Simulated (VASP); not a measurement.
# AlGa3N4 (Cm) in VASP: a series of runs, part 2 of 2

VASP 6.6.1. The steps go on from the part before.

### 3 Single point, PBEsol (the part above a cut slid along it)

Contents of INCAR:

```
ALGO = Normal ; EDIFF = 1E-7
ENCUT = 520 ; GGA = PS
ISIF = 2 ; ISMEAR = 0
LASPH = T ; LCHARG = F
LREAL = Auto ; LWAVE = F
NBANDS = 76 ; NELM = 80
PREC = Accurate ; SIGMA = 0.05
```

Contents of KPOINTS:

```
k-points
0
Gamma
  6 6 3
```

Contents of POSCAR:

```
AlGa3N4
1.0
    0.0000000000     -4.4676279353      0.0000000000
    0.0000000000      0.0000000000     -4.4676279353
    8.9352558707     -0.3721534070     -0.3721534070
Al Ga N
2 6 8
Direct
    0.9322146250      0.9322146250      0.8137500000
    0.9738646250      0.9738646250      0.3137500000
    0.4946896250      0.9946896250      0.0637500000
    0.4530396250      0.9530396250      0.5637500000
    0.9946896250      0.4946896250      0.0637500000
    0.9530396250      0.4530396250      0.5637500000
    0.4322146250      0.4322146250      0.8137500000
    0.4738646250      0.4738646250      0.3137500000
    0.2290366668      0.7390985076      0.1912654602
    0.1873866668      0.6974485076      0.6912654602
    0.7390985076      0.2290366668      0.1912654602
    0.6974485076      0.1873866668      0.6912654602
    0.1669807424      0.1669807424      0.9362345398
    0.2086307424      0.2086307424      0.4362345398
    0.6770425832      0.6770425832      0.9362345398
    0.7186925832      0.7186925832      0.4362345398
```

Potentials or basis: VASP PAW PBE potentials, release 64 (Al, Ga_d, N).

Command:

```sh
$ cat potpaw_PBE.64/Al/POTCAR potpaw_PBE.64/Ga_d/POTCAR potpaw_PBE.64/N/POTCAR > POTCAR
$ mpirun -np 1 vasp_std > vasp.out
```

OUTCAR:

```text
EDIFF = 1E-7
   ENCUT = 520
   GGA = PS
   ISIF = 2
   ISMEAR = 0
   LASPH = T
   LREAL = Auto
   NELM = 80
   PREC = Accurate

 ion  position               nearest neighbor table
   1  0.932  0.932  0.814-  13 1.90  12 1.90  10 1.90  15 1.90   3 2.93   5 2.93
   2  0.974  0.974  0.314-  14 1.90  11 1.90   9 1.90  16 1.90
   3  0.495  0.995  0.064-   9 1.95  11 1.95  15 2.01  13 2.03   1 2.93
   4  0.453  0.953  0.564-  10 1.95  16 1.95  14 1.95  12 1.95
   5  0.995  0.495  0.064-  11 1.95   9 1.95  15 2.01  13 2.03   1 2.93
   6  0.953  0.453  0.564-  12 1.95  16 1.95  14 1.95  10 1.95
   7  0.432  0.432  0.814-  15 1.95  10 1.95  12 1.95  13 1.95
   8  0.474  0.474  0.314-  16 1.95   9 1.95  11 1.95  14 1.95
   9  0.229  0.739  0.191-   2 1.90   3 1.95   8 1.95   5 1.95
  10  0.187  0.697  0.691-   1 1.90   4 1.95   7 1.95   6 1.95
  11  0.739  0.229  0.191-   2 1.90   5 1.95   8 1.95   3 1.95
  12  0.697  0.187  0.691-   1 1.90   6 1.95   7 1.95   4 1.95
  13  0.167  0.167  0.936-   1 1.90   7 1.95   5 2.03   3 2.03
  14  0.209  0.209  0.436-   2 1.90   4 1.95   6 1.95   8 1.95
  15  0.677  0.677  0.936-   1 1.90   7 1.95   5 2.01   3 2.01
  16  0.719  0.719  0.436-   2 1.90   8 1.95   6 1.95   4 1.95

[... 225 lines left out ...]
      2      -9.5985      2.00000
      3      -9.4501      2.00000
      4      -9.1818      2.00000
      5      -9.0801      2.00000
      6      -9.0469      2.00000
[... 1837 lines left out ...]
     73      12.9857      0.00000
     74      13.4154      0.00000

 [... further k-points ...]

 [bands above 74 left out]

------------------------ aborting loop because EDIFF is reached ----------------------------------------

  FORCE on cell =-STRESS in cart. coord.  units (eV):
  Direction    XX          YY          ZZ          XY          YZ          ZX
  --------------------------------------------------------------------------------------
  -------------------------------------------------------------------------------------
  Total        0.7155539     -2.0860463     -2.0860463      5.6643693     -1.4594931      5.6643679
  in kB        6.4282377    -18.7401704    -18.7401704     50.8863329    -13.1114777     50.8863204
  external PRESSURE =     -10.3507010 kB  Pullay stress =       0.0000000 kB

 VOLUME and BASIS-vectors are now :
 -----------------------------------------------------------------------------
  energy-cutoff  :      520.00
  volume of cell :      178.35
      direct lattice vectors                 reciprocal lattice vectors
     0.000000000 -4.467627935  0.000000000    -0.009322621 -0.223832426  0.000000000
     0.000000000  0.000000000 -4.467627935    -0.009322621  0.000000000 -0.223832426
     8.935255871 -0.372153407 -0.372153407     0.111916213  0.000000000  0.000000000

 POSITION                                       TOTAL-FORCE (eV/Angst)
 -----------------------------------------------------------------------------------
      7.27106     -4.46763     -4.46763        -0.226491     -0.100926     -0.100926
      2.80344     -4.46763     -4.46763         0.092755      0.077318      0.077318
      0.56962     -2.23381     -4.46763        -0.391745      1.003647      1.006103
      5.03725     -2.23381     -4.46763         0.069533      0.025294      0.009166
      0.56962     -4.46763     -2.23381        -0.391745      1.006103      1.003647
      5.03725     -4.46763     -2.23381         0.069533      0.009166      0.025294
[... 8 lines left out ...]
      8.36550     -3.37320     -3.37320         0.402938     -1.295302     -1.295302
      3.89787     -3.37320     -3.37320        -0.046575      0.026172      0.026172
 -----------------------------------------------------------------------------------
    total drift:                               -0.013025     -0.003531     -0.003531

  FREE ENERGIE OF THE ION-ELECTRON SYSTEM (eV)
  ---------------------------------------------------
  free  energy   TOTEN  =      -108.8240439184 eV

  energy  without entropy=     -108.8240439184  energy(sigma->0) =     -108.82404392
```

stdout:

```text
POSCAR found type information on POSCAR AlGaN
 POSCAR found :  3 types and      16 ions
 scaLAPACK will be used
 -----------------------------------------------------------------------------
|                                                                             |
|                                                                             |
|     You enforced a specific xc type in the INCAR file but a different       |
|     I HOPE YOU KNOW WHAT YOU ARE DOING!                                     |
|                                                                             |
 -----------------------------------------------------------------------------

 LDA part: xc-table for (Slater+PW92), standard interpolation
 POSCAR, INCAR and KPOINTS ok, starting setup
 FFT: planning ... GRIDC
 FFT: planning ... GRID_SOFT
 FFT: planning ... GRID
 WAVECAR not read
 entering main loop
```

It took 16 min on 1 thread of Oxide Virtual Turin-like, shared host; peak memory 0.43 GiB.

What came out:

* Free energy: -108.8240 eV
* Pressure: -1.0 GPa
* Largest force: 1.876 eV/Å
* Band gap on the k mesh: 1.88 eV

Forces in eV/Å, atoms in the order of the input:
```
Al  -0.226 -0.101 -0.101
Al   0.093  0.077  0.077
Ga  -0.392  1.004  1.006
Ga   0.070  0.025  0.009
Ga  -0.392  1.006  1.004
Ga   0.070  0.009  0.025
Ga  -0.264 -0.087 -0.087
Ga   0.081  0.061  0.061
N    0.152  0.362  0.379
N   -0.097 -0.123 -0.111
N    0.152  0.379  0.362
N   -0.097 -0.111 -0.123
N    0.557 -1.252 -1.252
N   -0.062  0.021  0.021
N    0.403 -1.295 -1.295
N   -0.047  0.026  0.026
```

Stress tensor (GPa, compression positive):
```
 0.64  5.09  5.09
 5.09 -1.87 -1.31
 5.09 -1.31 -1.87
```

Levels at points of the mesh, in eV from the valence-band top:
| k point | band 59 | band 60 | band 61 | band 62 | band 63 | band 64 | band 65 | band 66 |
| --- | --- | --- | --- | --- | --- | --- | --- | --- |
| (0.00, 0.00, 0.00) | -1.26 | -0.42 | -0.10 | 0.00 | 1.88 | 2.70 | 2.96 | 3.08 |
| (0.50, 0.00, 0.00) | -1.16 | -1.05 | -0.82 | -0.64 | 4.32 | 4.44 | 5.50 | 5.58 |
| (0.50, 0.50, 0.00) | -0.78 | -0.70 | -0.57 | -0.49 | 4.19 | 4.66 | 4.79 | 5.74 |

Caveat: the cell differs from its parent crystal (the part above a cut slid along it); the PAW data sets were made with another functional, which shifts forces and pressure a little.
